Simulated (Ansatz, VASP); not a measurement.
# Te2Mo in VASP and in Ansatz

File INCAR:

```
SYSTEM = Te2Mo
ALGO = Normal ; EDIFF = 1E-6
ENCUT = 520 ; GGA = PE
ISIF = 2 ; ISMEAR = 0
LASPH = .TRUE. ; LCHARG = .FALSE.
LREAL = .FALSE. ; LWAVE = .FALSE.
NBANDS = 35 ; NELM = 100
PREC = Accurate ; SIGMA = 0.05
```

KPOINTS

```
k-points
0
G
  12 12 2
  0 0 0
```

Contents of POSCAR:

```
Te2Mo
1.0
    3.5181997508      0.0000000000      0.0000000000
   -1.7590998754      3.0468503597      0.0000000000
    0.0000000000      0.0000000000     13.9736000000
Te Mo
4 2
Direct
    0.3333333333      0.6666666667      0.6210000000
    0.6666666667      0.3333333333      0.1210000000
    0.3333333333      0.6666666667      0.8790000000
    0.6666666667      0.3333333333      0.3790000000
    0.3333333333      0.6666666667      0.2500000000
    0.6666666667      0.3333333333      0.7500000000
```

Input for Ansatz:

```yaml
crystal:
  lattice:
    - [3.5181997508, 0.0, 0.0]
    - [-1.7590998754, 3.0468503597, 0.0]
    - [0.0, 0.0, 13.9736]
  atoms:
    - { symbol: Te, position: [0.3333333333, 0.6666666667, 0.621] }
    - { symbol: Te, position: [0.6666666667, 0.3333333333, 0.121] }
    - { symbol: Te, position: [0.3333333333, 0.6666666667, 0.879] }
    - { symbol: Te, position: [0.6666666667, 0.3333333333, 0.379] }
    - { symbol: Mo, position: [0.3333333333, 0.6666666667, 0.25] }
    - { symbol: Mo, position: [0.6666666667, 0.3333333333, 0.75] }
basis:
  ecutwfc: 420
kpoints:
  mp_grid: { grid: [12, 12, 2] }
hamiltonian:
  xc: pbe
scf:
  occupations: { method: gaussian, width: 0.05 }
output:
  forces: true
  stress: true
  eigenvalues: true
  write_density: true
  write_potential: true
  elf: true
  volumetric_format: npy
```

Alike in both runs: task single point; functional PBE; k mesh 12 × 12 × 2; occupations gaussian, width 0.05 eV; no spin polarisation.

|  | VASP | Ansatz |
| --- | --- | --- |
| version | VASP 6.6.1 | Ansatz 0.2.0 |
| potentials or method | VASP PAW PBE potentials, release 64 (Te, Mo_sv), cutoff 520 eV | scalar-relativistic, plane waves, PAW |
| valence electrons in the cell | 52 | 92 |

```tsv
	VASP	Ansatz	Ansatz less VASP
gap on the k mesh at the Fermi level (eV)	0.75	0.76	+0.005
least direct gap on the mesh (eV)	1.04	1.04	+0.001
pressure (GPa)	2.9	2.9	-0.01
traceless stress, the component that is largest in VASP (GPa)	0.51	0.45	-0.059
rms of the force components (eV/Å)	0.089	0.082	-0.0067
```

Atom by atom the forces differ by 0.007 eV/Å (rms over components). VASP's potentials hold 52 valence electrons a cell and Ansatz's 92, so a difference there can come from the potentials and not from the codes.

Neither program's run includes spin-orbit coupling.
